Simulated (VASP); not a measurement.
A run of VASP 6.6.1 is set up as follows.

INCAR

```
SYSTEM = Ta4C3
ALGO = Fast
EDIFF = 1E-7
ENCUT = 520
GGA = PS
ISIF = 2
ISMEAR = 0
ISYM = 0
LASPH = .True.
LCHARG = .False.
LREAL = .False.
LWAVE = .False.
NBANDS = 37
NELM = 100
PREC = Accurate
SIGMA = 0.15
```

Contents of KPOINTS:

```
k-points
0
Gamma
  14 14 4
  0 0 0
```

POSCAR

```
Ta4C3
1.0
   -3.1032734570      0.0000000000      0.0000000000
   -1.5516367285     -2.6875136487      0.0000000000
    1.5516367285      0.8958378829     11.1645109918
Ta C
4 3
Direct
    0.3623561507      0.3623561507      0.3359184521
    0.6208120959      0.6208120959      0.1112862876
    0.1834129094      0.1834129094      0.7990887283
    0.7755268602      0.7755268602      0.5754305805
    0.4800031588      0.4800031588      0.6888594764
    0.9889440315      0.9889440315      0.2156820944
    0.0695380803      0.0695380803      0.4574642409
```

Potentials or basis: VASP PAW PBE potentials, release 64 (Ta_pv, C).

Launch:

```console
$ cat potpaw_PBE.64/Ta_pv/POTCAR potpaw_PBE.64/C/POTCAR > POTCAR
$ mpirun -np 1 vasp_std > vasp.out
```

Task: Predict the pressure.

Result: -5.8 GPa.

Task: Estimate the band gap on the k mesh.

Result: Zero (bands 28 and 29 overlap by 0.14 eV).

Task: Estimate the largest force.

Result: 1.126 eV/Å.

Stress tensor (GPa, compression positive):
```
 -2.84   0.00   0.00
  0.00  -2.84   0.00
  0.00   0.00 -11.86
```

Caveat: the cell differs from its parent crystal (the distance across one plane changed); the stress differs along the axes, from -12 to -3 GPa; the PAW data sets were made with another functional, which shifts forces and pressure a little; spin-orbit coupling is left out, which moves the levels of the heavy elements.
